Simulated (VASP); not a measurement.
A run of VASP 6.6.1 is set up as follows.

Contents of POSCAR:

```
C
1.0
    0.0000000000      1.7835000000      1.7835000000
    1.7835000000      0.0000000000      1.7835000000
    1.7835000000      1.7835000000      0.0000000000
C
2
Direct
    0.0000000000      0.0000000000      0.0000000000
    0.2500000000      0.2500000000      0.2500000000
```

File INCAR.step1:

```
SYSTEM = C
ALGO = Normal
EDIFF = 1E-8
ENCUT = 500
GGA = PE
ISMEAR = 0
LASPH = .TRUE.
LCHARG = .FALSE.
LREAL = .FALSE.
LWAVE = .TRUE.
NELM = 60
PREC = Accurate
SIGMA = 0.01
```

File INCAR.step2:

```
SYSTEM = C
ALGO = Exact
EDIFF = 1E-8
ENCUT = 500
GGA = PE
ISMEAR = 0
ISTART = 1
LASPH = .TRUE.
LCHARG = .FALSE.
LOPTICS = .TRUE.
LREAL = .FALSE.
LWAVE = .TRUE.
NBANDS = 114
NELM = 1
PREC = Accurate
SIGMA = 0.01
```

File INCAR.step3:

```
SYSTEM = C
ALGO = EVGW0
EDIFF = 1E-8
ENCUT = 500
ENCUTGW = 180.0
GGA = PE
ISMEAR = 0
ISTART = 1
LASPH = .TRUE.
LCHARG = .FALSE.
LREAL = .FALSE.
LWAVE = .FALSE.
NBANDS = 114
NBANDSGW = 12
NELMGW = 1
NOMEGA = 48
PREC = Accurate
PRECFOCK = Fast
SIGMA = 0.01
```

The input KPOINTS:

```
k-points
0
G
  2 2 2
  0 0 0
```

Potentials or basis: VASP PAW PBE potentials, release 64 (C_GW).

The run is started by

```console
$ cat potpaw_PBE.64/C_GW/POTCAR > POTCAR
$ cp INCAR.step1 INCAR
$ mpirun -np 1 vasp_std > vasp.out
$ cp INCAR.step2 INCAR
$ mpirun -np 1 vasp_std > vasp.out
$ cp INCAR.step3 INCAR
$ mpirun -np 1 vasp_std > vasp.out
```

Problem. Predict the quasiparticle gap.

Solution. 5.37 eV.

Problem. Predict the least direct quasiparticle gap.

Solution. 6.99 eV.

Problem. Predict the band gap on the k mesh, mean-field level.

Solution. 4.56 eV, indirect (least direct gap 5.50 eV).

Caveat: the k points lie up to 1.53 Å⁻¹ apart; bands, screening cutoff and mesh are small and nothing is extrapolated, so the quasiparticle values aren't converged. A k mesh can miss the band edges.
